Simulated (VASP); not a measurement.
A run of VASP 6.6.1:

File INCAR:

```
PREC     = Accurate       # precision mode
ENCUT    = 520            # plane-wave cutoff, eV
EDIFF    = 1E-6           # SCF threshold, eV
ISMEAR   = -1             # smearing method
SIGMA    = 0.03           # smearing width, eV
LREAL    = F              # projectors in reciprocal space
LASPH    = T              # aspherical terms in the spheres
NELM     = 80             # most SCF steps
ALGO     = Normal         # electronic algorithm
ISIF     = 2              # what is computed and relaxed
LWAVE    = F              # write WAVECAR
LCHARG   = F              # write CHGCAR
GGA      = PE             # functional
IBRION   = 2              # ionic algorithm
NSW      = 50             # ionic steps
EDIFFG   = -0.01          # ionic threshold
```

Contents of KPOINTS:

```
regular mesh
0
Gamma
  8 8 8
```

Contents of POSCAR:

```
CdTe
1.0
    0.0000000000      3.2821135562      3.2821135562
    3.2821135562      0.0000000000      3.2821135562
    3.2821135562      3.2821135562      0.0000000000
Cd Te
1 1
Direct
    0.0000000000      0.0000000000      0.0000000000
    0.7500000000      0.7500000000      0.7500000000
```

Potentials or basis: VASP PAW PBE potentials, release 64 (Cd, Te).

The run is started by

```bash
$ cat potpaw_PBE.64/Cd/POTCAR potpaw_PBE.64/Te/POTCAR > POTCAR
$ mpirun -np 1 vasp_std > vasp.out
```

Hardware: 1 thread of Intel(R) Xeon(R) 6975P-C (Granite Rapids), on a shared host.

Q: How long does it take, and how much memory?

A: It took 12 s on 1 thread of Intel(R) Xeon(R) 6975P-C (Granite Rapids), with other jobs on the host, peak memory 0.21 GiB. Counts: scf iterations 13, k points 29, ion steps 1.
